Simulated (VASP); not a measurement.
# BAs (F-43m) in VASP: notebook

BAs is run at these levels: PBE; tasks: single point.

Everything below comes from runs of VASP 6.6.1. Logs are shortened: lines on timing, memory, paths and dates and some standing lists are left out, and cuts for length are marked.

### 1 The cell of the first run

Symmetry: F-43m, No. 216, cubic system. The conventional cell has a = 4.775 Å, b = 4.775 Å, c = 4.775 Å, α = 90.00°, β = 90.00°, γ = 90.00°. B (site symmetry -43m) has 4 As at 2.07 Å within 2.7 Å. Within 2.7 Å of As (site symmetry -43m) lie 4 B at 2.07 Å.

### 2 Single point, PBE (volume scaled by 0.980)

File INCAR:

```
PREC = Accurate
ENCUT = 520
EDIFF = 1E-7
ISMEAR = 0
SIGMA = 0.05
LREAL = F
LASPH = T
NELM = 80
ALGO = Normal
ISIF = 2
LWAVE = F
LCHARG = F
GGA = PE
NBANDS = 11
```

File KPOINTS:

```
Automatic mesh
0
Gamma
  12 12 12
```

File POSCAR:

```
BAs
1.0
    0.0000000000      2.3876220575      2.3876220575
    2.3876220575      0.0000000000      2.3876220575
    2.3876220575      2.3876220575      0.0000000000
B As
1 1
Direct
    0.0000000000      0.0000000000      0.0000000000
    0.7500000000      0.7500000000      0.7500000000
```

Potentials or basis: VASP PAW PBE potentials, release 64 (B, As).

Launch:

```
cat potpaw_PBE.64/B/POTCAR potpaw_PBE.64/As/POTCAR > POTCAR
mpirun -np 1 vasp_std > vasp.out
```

OUTCAR:

```text
PREC = Accurate
   ENCUT = 520
   EDIFF = 1E-7
   ISMEAR = 0
   LREAL = F
   LASPH = T
   NELM = 80
   ISIF = 2
   GGA = PE

 ion  position               nearest neighbor table
   1  0.000  0.000  0.000-   2 2.07   2 2.07   2 2.07   2 2.07
   2  0.750  0.750  0.750-   1 2.07   1 2.07   1 2.07   1 2.07

  LATTYP: Found a face centered cubic cell.
 ALAT       =     4.7752441150

  Lattice vectors:

 A1 = (   0.0000000000,   2.3876220575,   2.3876220575)
 A2 = (   2.3876220575,   0.0000000000,   2.3876220575)
 A3 = (   2.3876220575,   2.3876220575,   0.0000000000)

Analysis of symmetry for initial positions (statically):
=====================================================================
 Subroutine PRICEL returns:
 Original cell was already a primitive cell.

 Routine SETGRP: Setting up the symmetry group for a
 face centered cubic supercell.

 Subroutine GETGRP returns: Found 24 space group operations
 (whereof 24 operations were pure point group operations)
 out of a pool of 48 trial point group operations.

The static configuration has the point symmetry T_d .

Analysis of symmetry for dynamics (positions and initial velocities):
=====================================================================
 Subroutine PRICEL returns:
 Original cell was already a primitive cell.

 Routine SETGRP: Setting up the symmetry group for a
 face centered cubic supercell.

 Subroutine GETGRP returns: Found 24 space group operations
 (whereof 24 operations were pure point group operations)
 out of a pool of 48 trial point group operations.

The dynamic configuration has the point symmetry T_d .

 Subroutine INISYM returns: Found 24 space group operations
 (whereof 24 operations are pure point group operations),
 and found     1 'primitive' translations

----------------------------------------------------------------------------------------

                                     Primitive cell

  volume of cell :      27.2224

  direct lattice vectors                    reciprocal lattice vectors
     0.000000000  2.387622057  2.387622057    -0.209413378  0.209413378  0.209413378
     2.387622057  0.000000000  2.387622057     0.209413378 -0.209413378  0.209413378
     2.387622057  2.387622057  0.000000000     0.209413378  0.209413378 -0.209413378

  length of vectors
     3.376607496  3.376607496  3.376607496     0.362714610  0.362714610  0.362714610

  position of ions in fractional coordinates (direct lattice)
     0.000000000  0.000000000  0.000000000
     0.750000000  0.750000000  0.750000000

  ion indices of the primitive-cell ions
   primitive index   ion index
                 1           1
                 2           2

----------------------------------------------------------------------------------------

 KPOINTS: Automatic mesh

Automatic generation of k-mesh.
 Grid dimensions read from file:
 generate k-points for:   12   12   12

 Generating k-lattice:

  Cartesian coordinates                     Fractional coordinates (reciprocal lattice)
    -0.017451115  0.017451115  0.017451115     0.083333333  0.000000000  0.000000000
     0.017451115 -0.017451115  0.017451115     0.000000000  0.083333333  0.000000000
     0.017451115  0.017451115 -0.017451115     0.000000000  0.000000000  0.083333333

  Length of vectors
     0.030226218  0.030226218  0.030226218

  Shift w.r.t. Gamma in fractional coordinates (k-lattice)
     0.000000000  0.000000000  0.000000000

 Subroutine IBZKPT returns following result:
 ===========================================

 Found     72 irreducible k-points:

 Following reciprocal coordinates:
            Coordinates               Weight
  0.000000  0.000000  0.000000      1.000000
  0.083333  0.000000  0.000000      8.000000
  0.166667  0.000000  0.000000      8.000000
  0.250000  0.000000  0.000000      8.000000
  0.333333  0.000000  0.000000      8.000000
  0.416667  0.000000  0.000000      8.000000
[... 16 lines left out ...]
  0.500000  0.166667  0.000000     24.000000
 -0.416667  0.166667  0.000000     24.000000
 [... further k-points ...]
   k-points           NKPTS =     72   k-points in BZ     NKDIM =     72   number of bands    NBANDS=     11
   number of dos      NEDOS =    301   number of ions     NIONS =      2
   total plane-waves  NPLWV =  21952
   dimension x,y,z NGX =    28 NGY =   28 NGZ =   28
   dimension x,y,z NGXF=    56 NGYF=   56 NGZF=   56
   ions per type =               1   1
   NGX,Y,Z   is equivalent  to a cutoff of  13.79, 13.79, 13.79 a.u.
   NGXF,Y,Z  is equivalent  to a cutoff of  27.57, 27.57, 27.57 a.u.
 SYSTEM =  unknown system
   PREC   = accura    normal or accurate (medium, high low for compatibility)
   ISTART =      0    job   : 0-new  1-cont  2-samecut
   ICHARG =      2    charge: 1-file 2-atom 10-const
   ISPIN  =      1    spin polarized calculation?
   LNONCOLLINEAR =      F non collinear calculations
   LSORBIT =      F    spin-orbit coupling
   LASPH  =      T    aspherical Exc in radial PAW
   ENCUT  =  520.0 eV  38.22 Ry    6.18 a.u.   6.28  6.28  6.28*2*pi/ulx,y,z
   NELM   =     80;   NELMIN=  2; NELMDL= -5     # of ELM steps
   EDIFF  = 0.1E-06   stopping-criterion for ELM
   LREAL  =      F    real-space projection
   EDIFFG = 0.1E-05   stopping-criterion for IOM
   NSW    =      0    number of steps for IOM
   IBRION =     -1    ionic relax: 0-MD 1-quasi-New 2-CG
   NFREE  =      0    steps in history (QN), initial steepest desc. (CG)
   ISIF   =      2    stress and relaxation
   ISYM   =      2    0-nonsym 1-usesym 2-fastsym
   POTIM  = 0.5000    time-step for ionic-motion
   TEBEG  =    0.0;   TEEND  =   0.0 temperature during run
   PSTRESS=    0.0 pullay stress
   NELECT =       8.0000    total number of electrons
   NUPDOWN=      -1.0000    fix difference up-down
   EMIN   =  10.00;   EMAX   =-10.00  energy-range for DOS
   EFERMI =   0.00;   METHOD = LEGACY
   ISMEAR =     0;   SIGMA  =   0.05  broadening in eV -4-tet -1-fermi 0-gaus
   EFERMI_NEDOS =   21; number of points for ismear=-14 and -15
   IALGO  =     38    algorithm
   IMIX   =      4    mixing-type and parameters
     AMIX     =   0.40;   BMIX     =  1.00
     AMIX_MAG =   1.60;   BMIX_MAG =  1.00
  volume/ion in A,a.u.               =      13.61        91.85
  Fermi-wavevector in a.u.,A,eV,Ry     =   1.088418  2.056813 16.118207  1.184655
  Thomas-Fermi vector in A             =   2.224600
   LORBIT       =      0    0 simple, 1 ext, 2 COOP (PROOUT), +10 PAW based schemes
   GGA     = PE    functional components
   LHFCALC =     F    Hartree Fock is set to
   AEXX    =    0.0000 exact exchange contribution
   IVDW    =     0    specifies the selected vdW correction
   LEPSILON=     F    determine dielectric tensor
   LRPA    =     F    only Hartree local field effects (RPA)
 non-spin polarized calculation
 Gauss-broadening in eV      SIGMA  =   0.05
  energy-cutoff  :      520.00
  volume of cell :       27.22
 maximum number of plane-waves:       754
 NGX is ok and might be reduce to    28
   NGX = 13   NGY = 13   NGZ = 13

 number of electron       8.0000000 magnetization

 Free energy of the ion-electron system (eV)
  ---------------------------------------------------
  ext. energy  EPLUGINS =         0.00000000
  ---------------------------------------------------
  free energy    TOTEN  =       -11.40606669 eV

  energy without entropy =      -11.40606669  energy(sigma->0) =      -11.40606669

 E-fermi :   6.3714     XC(G=0): -10.5892

 val. band max:        6.1381866230   @ k =   0.0000   0.0000   0.0000
 cond. band min:       7.3201407433   @ k =   0.4167   0.4167   0.0000
 fundamental gap:      1.1819541203
 Fermi energy:         6.3714220338

 k-point     1 :       0.0000    0.0000    0.0000
  band No.  band energies     occupation
      1      -9.2730      2.00000
      2       6.1382      2.00000
      3       6.1382      2.00000
      4       6.1382      2.00000
      5       9.4161      0.00000
      6       9.4161      0.00000
      7       9.4161      0.00000
      8      10.8390      0.00000
      9      15.7265      0.00000
     10      19.0933      0.00000
     11      19.0933      0.00000

 k-point     2 :       0.0833    0.0000    0.0000
  band No.  band energies     occupation
      1      -9.1588      2.00000
      2       5.0990      2.00000
      3       5.9191      2.00000
      4       5.9191      2.00000
      5       9.5667      0.00000
      6       9.7043      0.00000
      7       9.7043      0.00000
      8      11.4624      0.00000
      9      16.1883      0.00000
     10      18.2264      0.00000
     11      18.2264      0.00000

 k-point     3 :       0.1667    0.0000    0.0000
  band No.  band energies     occupation
      1      -8.8197      2.00000
      2       3.1783      2.00000
      3       5.4557      2.00000
      4       5.4557      2.00000
      5       9.4448      0.00000
      6      10.3038      0.00000
      7      10.3038      0.00000
      8      12.7973      0.00000
      9      17.1492      0.00000
     10      17.4314      0.00000
     11      17.4314      0.00000

 k-point     4 :       0.2500    0.0000    0.0000
  band No.  band energies     occupation
      1      -8.2705      2.00000
      2       1.1957      2.00000
      3       4.9878      2.00000
      4       4.9878      2.00000
      5       9.2101      0.00000
      6      10.7925      0.00000
      7      10.7925      0.00000
      8      14.0447      0.00000
      9      17.3702      0.00000
     10      17.3702      0.00000
     11      17.4403      0.00000

 k-point     5 :       0.3333    0.0000    0.0000
  band No.  band energies     occupation
      1      -7.5521      2.00000
      2      -0.6086      2.00000
      3       4.6205      2.00000
      4       4.6205      2.00000
      5       9.0079      0.00000
      6      10.9687      0.00000
      7      10.9687      0.00000
      8      14.8239      0.00000
      9      17.6399      0.00000
     10      18.1675      0.00000
     11      18.1675      0.00000
[... 211 lines left out ...]
 k-point    21 :       0.3333    0.1667    0.0000
  band No.  band energies     occupation
      1      -7.6542      2.00000
      2       0.6585      2.00000
      3       3.5037      2.00000
      4       3.6188      2.00000
      5       8.8715      0.00000
      6      11.4321      0.00000
      7      12.5929      0.00000
      8      12.8725      0.00000
      9      17.2599      0.00000
     10      19.5362      0.00000
     11      20.0256      0.00000

 k-point    22 :       0.4167    0.1667    0.0000
  band No.  band energies     occupation
      1      -6.9127      2.00000
      2      -0.9247      2.00000
      3       2.9370      2.00000
      4       3.4838      2.00000
      5       9.0669      0.00000
      6      11.6911      0.00000
      7      12.7957      0.00000
      8      13.1552      0.00000
      9      17.9108      0.00000
     10      20.0093      0.00000
     11      20.9405      0.00000

 k-point    23 :       0.5000    0.1667    0.0000
  band No.  band energies     occupation
      1      -6.2288      2.00000
      2      -2.0777      2.00000
      3       2.4766      2.00000
      4       3.5447      2.00000
      5       9.1790      0.00000
      6      11.6873      0.00000
      7      12.5102      0.00000
      8      14.4307      0.00000
      9      17.8553      0.00000
     10      20.5927      0.00000
     11      20.8636      0.00000

 k-point    24 :      -0.4167    0.1667    0.0000
  band No.  band energies     occupation
      1      -6.0997      2.00000
      2      -2.2671      2.00000
      3       2.1798      2.00000
      4       3.7929      2.00000
      5       9.3762      0.00000
      6      11.6837      0.00000
      7      12.1825      0.00000
      8      15.3632      0.00000
      9      17.7090      0.00000
     10      19.0418      0.00000
     11      20.6317      0.00000

 [... further k-points ...]
[... 5 lines left out ...]
  --------------------------------------------------------------------------------------
  -------------------------------------------------------------------------------------
  Total        0.6104452      0.6104452      0.6104452     -0.0000000      0.0000000     -0.0000000
  in kB       35.9277943     35.9277943     35.9277943     -0.0000000      0.0000000     -0.0000000
  external PRESSURE =      35.9277943 kB  Pullay stress =       0.0000000 kB

 VOLUME and BASIS-vectors are now :
 -----------------------------------------------------------------------------
  energy-cutoff  :      520.00
  volume of cell :       27.22
      direct lattice vectors                 reciprocal lattice vectors
     0.000000000  2.387622057  2.387622057    -0.209413378  0.209413378  0.209413378
     2.387622057  0.000000000  2.387622057     0.209413378 -0.209413378  0.209413378
     2.387622057  2.387622057  0.000000000     0.209413378  0.209413378 -0.209413378

 POSITION                                       TOTAL-FORCE (eV/Angst)
 -----------------------------------------------------------------------------------
      0.00000      0.00000      0.00000        -0.000000     -0.000000      0.000000
      3.58143      3.58143      3.58143         0.000000      0.000000     -0.000000
 -----------------------------------------------------------------------------------
    total drift:                                0.000000      0.000000      0.000000

  FREE ENERGIE OF THE ION-ELECTRON SYSTEM (eV)
  ---------------------------------------------------
  free  energy   TOTEN  =       -11.4060666887 eV

  energy  without entropy=      -11.4060666887  energy(sigma->0) =      -11.40606669
```

It took 36 s on 1 thread of Intel Xeon 6975P-C, shared host; peak memory 0.17 GiB.

What came out:

```yaml
Free_energy: -11.4061 eV
Pressure: 3.6 GPa
Band_gap_on_the_k_mesh: 1.18 eV, indirect (least direct gap 3.28 eV)
```

(Continued in part 2 of 3.)
